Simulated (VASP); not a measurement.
LiCl:

```
Li Cl
1.0
     0.00000    2.80137    2.63194
     2.80137    0.00000    2.63194
     2.80137    2.80137    0.00000
Li Cl
1 1
Direct
  0.00000 0.00000 0.00000
  0.25000 0.25000 0.25000
```

This cell differs from its parent crystal: epitaxial xy strain +2.5%.

Base run:

```yaml
Program: VASP 6.6.1
Functional: r2SCAN
Potentials_or_basis: VASP PAW PBE potentials, release 64 (Li_sv, Cl)
Cutoff: 520 eV
k_mesh: 8 × 8 × 8
Occupations: gaussian, width 0.01 eV
Spin: no spin polarisation
```

Its results: band gap on the k mesh 6.65 eV, direct.

The run is repeated on the same cell with these changes: functional from r2SCAN to PBE; cutoff from 520 eV to 750 eV; k mesh from 8 × 8 × 8 to 4 × 4 × 4. What comes out?

Band gap on the k mesh 5.94 eV, direct.

Several settings changed at once, so the effect can't be laid on one alone.

Caveats: some runs use coarse meshes.

A k mesh can miss the band edges.
